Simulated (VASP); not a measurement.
Wanted: the native input for a VASP 6.6.1 run.

* Task: single point
* Functional: r2SCAN
* Potentials or basis: VASP PAW PBE potentials, release 64 (Li_sv, Nb_sv, O)
* Cutoff: 520 eV
* k mesh: 8 × 8 × 8
* Occupations: gaussian, width 0.02 eV
* Spin: no spin polarisation
* Dipole correction: no
* Further INCAR settings: ALGO = Normal; EDIFF = 1e-06; NBANDS = 25

The system is LiNbO3.

```
CELL_PARAMETERS angstrom
3.89591 0.00000 0.00000
0.00000 3.89591 0.00000
0.00000 0.00000 4.13570
ATOMIC_POSITIONS crystal
Li 0.00000 0.00000 0.43407
Nb 0.50000 0.50000 0.70460
O 0.50000 0.00000 0.61340
O 0.00000 0.50000 0.61340
O 0.50000 0.50000 0.13451
```

The input as run:

POSCAR

```
LiNbO3
1.0
    3.8959121083      0.0000000000      0.0000000000
    0.0000000000      3.8959121083      0.0000000000
    0.0000000000      0.0000000000      4.1357018421
Li Nb O
1 1 3
Direct
    0.0000000000      0.0000000000      0.4340736592
    0.5000000000      0.5000000000      0.7045975786
    0.5000000000      0.0000000000      0.6134046960
    0.0000000000      0.5000000000      0.6134046960
    0.5000000000      0.5000000000      0.1345142963
```

INCAR.step1

```
SYSTEM = LiNbO3
PREC = Accurate
ENCUT = 520
ISMEAR = 0
SIGMA = 0.02
LREAL = .FALSE.
LASPH = .TRUE.
NELM = 100
NBANDS = 25
GGA = PE
ALGO = Normal
EDIFF = 1E-4
LWAVE = .TRUE.
LCHARG = .FALSE.
```

INCAR.step2

```
SYSTEM = LiNbO3
PREC = Accurate
ENCUT = 520
EDIFF = 1E-6
ISMEAR = 0
SIGMA = 0.02
LREAL = .FALSE.
LASPH = .TRUE.
NELM = 100
ALGO = Normal
ISIF = 2
LWAVE = .FALSE.
LCHARG = .TRUE.
METAGGA = R2SCAN
LMIXTAU = .TRUE.
LELF = .TRUE.
LVHAR = .TRUE.
NBANDS = 25
ISTART = 1
```

KPOINTS

```
regular mesh
0
G
  8 8 8
  0 0 0
```

Potentials or basis: VASP PAW PBE potentials, release 64 (Li_sv, Nb_sv, O).

Run with:

```bash
$ cat potpaw_PBE.64/Li_sv/POTCAR potpaw_PBE.64/Nb_sv/POTCAR potpaw_PBE.64/O/POTCAR > POTCAR
$ cp INCAR.step1 INCAR
$ mpirun -np 1 vasp_std > vasp.out
$ cp INCAR.step2 INCAR
$ mpirun -np 1 vasp_std > vasp.out
```

Results of the run:

* Largest force: 0.095 eV/Å
* Band gap on the k mesh: 2.42 eV, indirect (least direct gap 3.12 eV)

Caveat: the PAW data sets were made with another functional, which shifts forces and pressure a little.

Wall time 11 min on 1 thread of Intel Xeon 8259CL (shared host), peak memory 0.25 GiB.
